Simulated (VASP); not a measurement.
# PbF2 (Immm) in VASP: a series of runs

PbF2 is run at these levels: PBE; tasks: single point.

Everything below comes from runs of VASP 6.6.1. Logs are shortened: lines on timing, memory, paths and dates and some standing lists are left out, and cuts for length are marked.

## (1) The cell of the first run

The structure is orthorhombic, space group Immm (No. 71). The conventional cell has a = 4.121 Å, b = 4.279 Å, c = 5.940 Å, α = 90.00°, β = 90.00°, γ = 90.00°. Within 3.4 Å of Pb (site symmetry mmm) lie 8 F at 2.54 to 2.60 Å. F (site symmetry mm2) has 4 Pb at 2.54 to 2.60 Å and 6 F at 2.97 Å within 3.4 Å.

## (2) Single point, PBE (strain +0.0375 x Voigt [0, 0, 0, 0, 1, 0])

File INCAR:

```
SYSTEM = PbF2
PREC = Accurate ; ENCUT = 520
EDIFF = 1E-6 ; ISMEAR = 0
SIGMA = 0.05 ; LREAL = .False.
LASPH = .True. ; NELM = 100
ALGO = Normal ; ISIF = 2
LWAVE = .False. ; LCHARG = .True.
GGA = PE ; LELF = .True.
LVHAR = .True. ; NBANDS = 21
```

File KPOINTS:

```
Automatic mesh
0
Gamma
  8 8 8
  0 0 0
```

File POSCAR:

```
PbF2
1.0
    0.0556846875      2.9698500000      2.9698500000
    3.0255346875      0.0000000000      3.0255346875
    2.9698500000      2.9698500000      0.0556846875
Pb F
1 2
Direct
    0.0000000000      0.0000000000      0.0000000000
    0.2500000000      0.2500000000      0.2500000000
    0.7500000000      0.7500000000      0.7500000000
```

Potentials or basis: VASP PAW PBE potentials, release 64 (Pb_d, F).

Run with:

```console
$ cat potpaw_PBE.64/Pb_d/POTCAR potpaw_PBE.64/F/POTCAR > POTCAR
$ mpirun -np 1 vasp_std > vasp.out
```

OUTCAR:

```text
SYSTEM = PbF2
   PREC = Accurate
   ENCUT = 520
   EDIFF = 1E-6
   ISMEAR = 0
   LREAL = .False.
   LASPH = .True.
   NELM = 100
   ISIF = 2
   GGA = PE

 ion  position               nearest neighbor table
   1  0.000  0.000  0.000-   3 2.54   3 2.54   2 2.54   2 2.54   3 2.60   3 2.60   2 2.60   2 2.60

   2  0.250  0.250  0.250-   1 2.54   1 2.54   1 2.60   1 2.60
   3  0.750  0.750  0.750-   1 2.54   1 2.54   1 2.60   1 2.60

  LATTYP: Found a body centered orthorhombic cell.
 ALAT       =     4.1212521079
 B/A-ratio  =     1.0382165605
 C/A-ratio  =     1.4412367515

  Lattice vectors:

 A1 = (   0.0556846875,  -2.9698500000,   2.9698500000)
 A2 = (  -0.0556846875,  -2.9698500000,  -2.9698500000)
 A3 = (   2.9698500000,   2.9698500000,   0.0556846875)

Analysis of symmetry for initial positions (statically):
=====================================================================
 Subroutine PRICEL returns:
 Original cell was already a primitive cell.

 Routine SETGRP: Setting up the symmetry group for a
 body centered orthorhombic supercell.

 Subroutine GETGRP returns: Found  8 space group operations
 (whereof  8 operations were pure point group operations)
 out of a pool of  8 trial point group operations.

The static configuration has the point symmetry D_2h.

Analysis of symmetry for dynamics (positions and initial velocities):
=====================================================================
 Subroutine PRICEL returns:
 Original cell was already a primitive cell.

 Routine SETGRP: Setting up the symmetry group for a
 body centered orthorhombic supercell.

 Subroutine GETGRP returns: Found  8 space group operations
 (whereof  8 operations were pure point group operations)
 out of a pool of  8 trial point group operations.

The dynamic configuration has the point symmetry D_2h.

 Subroutine INISYM returns: Found  8 space group operations
 (whereof  8 operations are pure point group operations),
 and found     1 'primitive' translations

----------------------------------------------------------------------------------------

                                     Primitive cell

  volume of cell :      52.3698

  direct lattice vectors                    reciprocal lattice vectors
     0.055684688  2.969850000  2.969850000    -0.171575716  0.168358671  0.171575716
     3.025534687  0.000000000  3.025534687     0.165260045 -0.168358671  0.165260045
     2.969850000  2.969850000  0.055684688     0.171575716  0.168358671 -0.171575716

  length of vectors
     4.200371273  4.278752188  4.200371273     0.295332177  0.288038899  0.295332177

  position of ions in fractional coordinates (direct lattice)
     0.000000000  0.000000000  0.000000000
     0.250000000  0.250000000  0.250000000
     0.750000000  0.750000000  0.750000000

  ion indices of the primitive-cell ions
   primitive index   ion index
                 1           1
                 2           2
                 3           3

----------------------------------------------------------------------------------------

 KPOINTS: Automatic mesh

Automatic generation of k-mesh.
 Grid dimensions read from file:
 generate k-points for:    8    8    8

 Generating k-lattice:

  Cartesian coordinates                     Fractional coordinates (reciprocal lattice)
    -0.021446964  0.021044834  0.021446964     0.125000000  0.000000000 -0.000000000
     0.020657506 -0.021044834  0.020657506    -0.000000000  0.125000000 -0.000000000
     0.021446964  0.021044834 -0.021446964    -0.000000000  0.000000000  0.125000000

  Length of vectors
     0.036916522  0.036004862  0.036916522

  Shift w.r.t. Gamma in fractional coordinates (k-lattice)
     0.000000000  0.000000000  0.000000000

 Subroutine IBZKPT returns following result:
 ===========================================

 Found     95 irreducible k-points:

 Following reciprocal coordinates:
            Coordinates               Weight
  0.000000  0.000000  0.000000      1.000000
  0.125000  0.000000  0.000000      4.000000
  0.250000  0.000000  0.000000      4.000000
  0.375000  0.000000 -0.000000      4.000000
  0.500000  0.000000  0.000000      2.000000
  0.000000  0.125000  0.000000      4.000000
[... 16 lines left out ...]
  0.125000  0.375000  0.000000      8.000000
  0.250000  0.375000  0.000000      8.000000
 [... further k-points ...]
   k-points           NKPTS =     95   k-points in BZ     NKDIM =     95   number of bands    NBANDS=     21
   number of dos      NEDOS =    301   number of ions     NIONS =      3
   total plane-waves  NPLWV =  32768
   dimension x,y,z NGX =    32 NGY =   32 NGZ =   32
   dimension x,y,z NGXF=    64 NGYF=   64 NGZF=   64
   ions per type =               1   2
   NGX,Y,Z   is equivalent  to a cutoff of  12.67, 12.43, 12.67 a.u.
   NGXF,Y,Z  is equivalent  to a cutoff of  25.33, 24.87, 25.33 a.u.
 SYSTEM =  PbF2
   PREC   = accura    normal or accurate (medium, high low for compatibility)
   ISTART =      0    job   : 0-new  1-cont  2-samecut
   ICHARG =      2    charge: 1-file 2-atom 10-const
   ISPIN  =      1    spin polarized calculation?
   LNONCOLLINEAR =      F non collinear calculations
   LSORBIT =      F    spin-orbit coupling
   LASPH  =      T    aspherical Exc in radial PAW
   ENCUT  =  520.0 eV  38.22 Ry    6.18 a.u.   7.81  7.96  7.81*2*pi/ulx,y,z
   NELM   =    100;   NELMIN=  2; NELMDL= -5     # of ELM steps
   EDIFF  = 0.1E-05   stopping-criterion for ELM
   LREAL  =      F    real-space projection
   EDIFFG = 0.1E-04   stopping-criterion for IOM
   NSW    =      0    number of steps for IOM
   IBRION =     -1    ionic relax: 0-MD 1-quasi-New 2-CG
   NFREE  =      0    steps in history (QN), initial steepest desc. (CG)
   ISIF   =      2    stress and relaxation
   ISYM   =      2    0-nonsym 1-usesym 2-fastsym
   POTIM  = 0.5000    time-step for ionic-motion
   TEBEG  =    0.0;   TEEND  =   0.0 temperature during run
   PSTRESS=    0.0 pullay stress
   NELECT =      28.0000    total number of electrons
   NUPDOWN=      -1.0000    fix difference up-down
   EMIN   =  10.00;   EMAX   =-10.00  energy-range for DOS
   EFERMI =   0.00;   METHOD = LEGACY
   ISMEAR =     0;   SIGMA  =   0.05  broadening in eV -4-tet -1-fermi 0-gaus
   EFERMI_NEDOS =   21; number of points for ismear=-14 and -15
   IALGO  =     38    algorithm
   IMIX   =      4    mixing-type and parameters
     AMIX     =   0.40;   BMIX     =  1.00
     AMIX_MAG =   1.60;   BMIX_MAG =  1.00
  volume/ion in A,a.u.               =      17.46       117.80
  Fermi-wavevector in a.u.,A,eV,Ry     =   1.328721  2.510919 24.021090  1.765500
  Thomas-Fermi vector in A             =   2.457938
   LORBIT       =      0    0 simple, 1 ext, 2 COOP (PROOUT), +10 PAW based schemes
   GGA     = PE    functional components
   LHFCALC =     F    Hartree Fock is set to
   AEXX    =    0.0000 exact exchange contribution
   IVDW    =     0    specifies the selected vdW correction
   LEPSILON=     F    determine dielectric tensor
   LRPA    =     F    only Hartree local field effects (RPA)
 non-spin polarized calculation
 Gauss-broadening in eV      SIGMA  =   0.05
  energy-cutoff  :      520.00
  volume of cell :       52.37
 maximum number of plane-waves:      1424
   NGX = 15   NGY = 15   NGZ = 15

 number of electron      28.0000008 magnetization

 Free energy of the ion-electron system (eV)
  ---------------------------------------------------
  ext. energy  EPLUGINS =         0.00000000
  ---------------------------------------------------
  free energy    TOTEN  =       -14.33143675 eV

  energy without entropy =      -14.33143675  energy(sigma->0) =      -14.33143675

 E-fermi :   2.0966     XC(G=0):  -9.3763

 val. band max:        1.8284562319   @ k =   0.5000   0.0000   0.0000
 cond. band min:       6.2322634068   @ k =   0.5000   0.5000   0.0000
 fundamental gap:      4.4038071749
 Fermi energy:         2.0966114176

 k-point     1 :       0.0000    0.0000    0.0000
  band No.  band energies     occupation
      1     -19.2366      2.00000
      2     -18.6268      2.00000
      3     -12.6173      2.00000
      4     -12.6132      2.00000
      5     -12.6078      2.00000
      6     -12.5585      2.00000
[... 13 lines left out ...]
     20      16.9681      0.00000
     21      18.9451      0.00000

 k-point     2 :       0.1250    0.0000    0.0000
  band No.  band energies     occupation
      1     -19.2058      2.00000
      2     -18.6547      2.00000
      3     -12.6109      2.00000
      4     -12.6054      2.00000
      5     -12.5759      2.00000
      6     -12.5589      2.00000
[... 13 lines left out ...]
     20      16.5434      0.00000
     21      18.8390      0.00000

 k-point     3 :       0.2500    0.0000    0.0000
  band No.  band energies     occupation
      1     -19.1259      2.00000
      2     -18.7252      2.00000
      3     -12.6009      2.00000
      4     -12.5969      2.00000
      5     -12.5543      2.00000
      6     -12.5476      2.00000
[... 13 lines left out ...]
     20      16.0006      0.00000
     21      17.5416      0.00000

 k-point     4 :       0.3750    0.0000   -0.0000
  band No.  band energies     occupation
      1     -19.0253      2.00000
      2     -18.8143      2.00000
      3     -12.5998      2.00000
      4     -12.5974      2.00000
      5     -12.5406      2.00000
      6     -12.5289      2.00000
[... 13 lines left out ...]
     20      15.7103      0.00000
     21      16.4602      0.00000

 k-point     5 :       0.5000    0.0000    0.0000
  band No.  band energies     occupation
      1     -18.9503      2.00000
      2     -18.8836      2.00000
      3     -12.6011      2.00000
      4     -12.5989      2.00000
      5     -12.5331      2.00000
      6     -12.5198      2.00000
[... 13 lines left out ...]
     20      15.6349      0.00000
     21      16.0373      0.00000

 k-point     6 :       0.0000    0.1250    0.0000
  band No.  band energies     occupation
      1     -19.2079      2.00000
      2     -18.6529      2.00000
      3     -12.6093      2.00000
      4     -12.6021      2.00000
      5     -12.5860      2.00000
      6     -12.5586      2.00000
[... 13 lines left out ...]
     20      16.6324      0.00000
     21      18.5689      0.00000

 k-point     7 :       0.1250    0.1250    0.0000
  band No.  band energies     occupation
      1     -19.1975      2.00000
      2     -18.6616      2.00000
      3     -12.6023      2.00000
      4     -12.6011      2.00000
      5     -12.5755      2.00000
      6     -12.5630      2.00000
[... 13 lines left out ...]
     20      17.0981      0.00000
     21      18.5932      0.00000
[... 291 lines left out ...]
      1     -19.0068      2.00000
      2     -18.8281      2.00000
      3     -12.5761      2.00000
      4     -12.5700      2.00000
      5     -12.5589      2.00000
      6     -12.5032      2.00000
[... 13 lines left out ...]
     20      17.1660      0.00000
     21      18.9130      0.00000

 k-point    21 :      -0.1250    0.2500    0.0000
  band No.  band energies     occupation
      1     -19.0808      2.00000
      2     -18.7656      2.00000
      3     -12.5892      2.00000
      4     -12.5822      2.00000
      5     -12.5604      2.00000
      6     -12.5354      2.00000
[... 13 lines left out ...]
     20      16.3976      0.00000
     21      18.2193      0.00000

 k-point    22 :       0.0000    0.3750   -0.0000
  band No.  band energies     occupation
      1     -19.0334      2.00000
      2     -18.8106      2.00000
      3     -12.5967      2.00000
      4     -12.5930      2.00000
      5     -12.5461      2.00000
      6     -12.5367      2.00000
[... 13 lines left out ...]
     20      15.8832      0.00000
     21      16.4047      0.00000

 k-point    23 :       0.1250    0.3750    0.0000
  band No.  band energies     occupation
      1     -19.0529      2.00000
      2     -18.7904      2.00000
      3     -12.5851      2.00000
      4     -12.5820      2.00000
      5     -12.5494      2.00000
      6     -12.5392      2.00000
[... 13 lines left out ...]
     20      16.6568      0.00000
     21      17.5230      0.00000

 k-point    24 :       0.2500    0.3750    0.0000
  band No.  band energies     occupation
      1     -19.0393      2.00000
      2     -18.7972      2.00000
      3     -12.5798      2.00000
      4     -12.5598      2.00000
      5     -12.5485      2.00000
      6     -12.5375      2.00000
[... 13 lines left out ...]
     20      17.4077      0.00000
     21      18.6211      0.00000

 [... further k-points ...]

------------------------ aborting loop because EDIFF is reached ----------------------------------------

  FORCE on cell =-STRESS in cart. coord.  units (eV):
  Direction    XX          YY          ZZ          XY          YZ          ZX
  --------------------------------------------------------------------------------------
  -------------------------------------------------------------------------------------
  Total        0.6941398      0.6980483      0.6941398      0.0000000      0.0000000     -0.4022623
  in kB       21.2361943     21.3557701     21.2361943      0.0000000      0.0000000    -12.3066286
  external PRESSURE =      21.2760529 kB  Pullay stress =       0.0000000 kB

 VOLUME and BASIS-vectors are now :
 -----------------------------------------------------------------------------
  energy-cutoff  :      520.00
  volume of cell :       52.37
      direct lattice vectors                 reciprocal lattice vectors
     0.055684688  2.969850000  2.969850000    -0.171575716  0.168358671  0.171575716
     3.025534687  0.000000000  3.025534687     0.165260045 -0.168358671  0.165260045
     2.969850000  2.969850000  0.055684688     0.171575716  0.168358671 -0.171575716

 POSITION                                       TOTAL-FORCE (eV/Angst)
 -----------------------------------------------------------------------------------
      0.00000      0.00000      0.00000         0.000000     -0.000000      0.000000
      1.51277      1.48493      1.51277        -0.000000     -0.107111     -0.000000
      4.53830      4.45477      4.53830         0.000000      0.107111      0.000000
 -----------------------------------------------------------------------------------
    total drift:                                0.000000     -0.000000      0.000000

  FREE ENERGIE OF THE ION-ELECTRON SYSTEM (eV)
  ---------------------------------------------------
  free  energy   TOTEN  =       -14.3314367521 eV

  energy  without entropy=      -14.3314367521  energy(sigma->0) =      -14.33143675
```

Run time: 31 s. Hardware: 1 thread of Intel Xeon 6975P-C (Granite Rapids), shared host; peak memory 0.23 GiB.

What came out:

```
Free energy            : -14.3314 eV
Pressure               : 2.1 GPa
Largest force          : 0.107 eV/Å
Band gap on the k mesh : 4.40 eV, indirect (least direct gap 4.55 eV)
```

Forces on the atoms (eV/Å):
```
Pb   0.000  0.000  0.000
F    0.000 -0.107  0.000
F    0.000  0.107  0.000
```

Levels at points of the mesh, in eV from the valence-band top:
```
           k point  band 11  band 12  band 13  band 14  band 15  band 16  band 17  band 18
(0.00, 0.00, 0.00)    -2.42    -2.02    -1.96    -1.89     6.51     6.77     7.01    10.62
(0.50, 0.00, 0.00)    -2.63    -2.13    -2.12     0.00     5.12     7.44     7.73    13.16
(0.00, 0.50, 0.00)    -2.61    -2.12    -2.11    -0.07     4.92     7.56     7.85    13.24
(0.50, 0.50, 0.00)    -1.54    -1.54    -1.54    -0.15     4.40     7.86     7.88     8.97
(0.50, 0.00, 0.50)    -1.56    -1.54    -1.52    -0.15     4.41     7.65     8.09     8.96
```

Caveat: the cell differs from its parent crystal (strain +0.0375 x Voigt [0, 0, 0, 0, 1, 0]); spin-orbit coupling is left out, which moves the levels of the heavy elements. A k mesh can miss the band edges.

## (3) Single point, PBE (strain +0.0125 x Voigt [0, 0, 0, 0, 1, 0])

File INCAR:

```
SYSTEM = PbF2
ALGO = Normal
EDIFF = 1E-6
ENCUT = 520
GGA = PE
ISIF = 2
ISMEAR = 0
LASPH = .True.
LCHARG = .False.
LREAL = .False.
LWAVE = .False.
NBANDS = 21
NELM = 100
PREC = Accurate
SIGMA = 0.05
```

File KPOINTS:

```
k-points
0
Gamma
  8 8 8
  0 0 0
```

File POSCAR:

```
PbF2
1.0
    0.0185615625      2.9698500000      2.9698500000
    2.9884115625      0.0000000000      2.9884115625
    2.9698500000      2.9698500000      0.0185615625
Pb F
1 2
Direct
    0.0000000000      0.0000000000      0.0000000000
    0.2500000000      0.2500000000      0.2500000000
    0.7500000000      0.7500000000      0.7500000000
```

Potentials or basis: VASP PAW PBE potentials, release 64 (Pb_d, F).

Run with:

```console
$ cat potpaw_PBE.64/Pb_d/POTCAR potpaw_PBE.64/F/POTCAR > POTCAR
$ mpirun -np 1 vasp_std > vasp.out
```

It took 31 s on 1 thread of Intel Xeon 6975P-C (Granite Rapids), shared host; peak memory 0.23 GiB.

It converged, with:

```yaml
Free_energy: -14.3384 eV
Pressure: 2.0 GPa
Largest_force: 0.035 eV/Å
Band_gap_on_the_k_mesh: 4.42 eV, indirect (least direct gap 4.56 eV)
```

Forces on the atoms (eV/Å):
```
Pb   0.000  0.000  0.000
F    0.000 -0.035  0.000
F    0.000  0.035  0.000
```

Stress tensor (GPa, compression positive):
```
 2.01  0.00 -0.41
 0.00  2.01  0.00
-0.41  0.00  2.01
```

Levels at points of the mesh, in eV from the valence-band top:
```
           k point  band 12  band 13  band 14  band 15  band 16  band 17
(0.00, 0.00, 0.00)    -1.96    -1.94    -1.92     6.68     6.77     6.85
(0.50, 0.00, 0.00)    -2.11    -2.11    -0.02     5.06     7.58     7.68
(0.00, 0.50, 0.00)    -2.11    -2.11    -0.04     4.99     7.62     7.72
(0.50, 0.50, 0.00)    -1.52    -1.52    -0.15     4.42     7.88     7.88
(0.50, 0.00, 0.50)    -1.52    -1.52    -0.15     4.42     7.80     7.95
```

Caveat: the cell differs from its parent crystal (strain +0.0125 x Voigt [0, 0, 0, 0, 1, 0]); spin-orbit coupling is left out, which moves the levels of the heavy elements. A k mesh can miss the band edges.
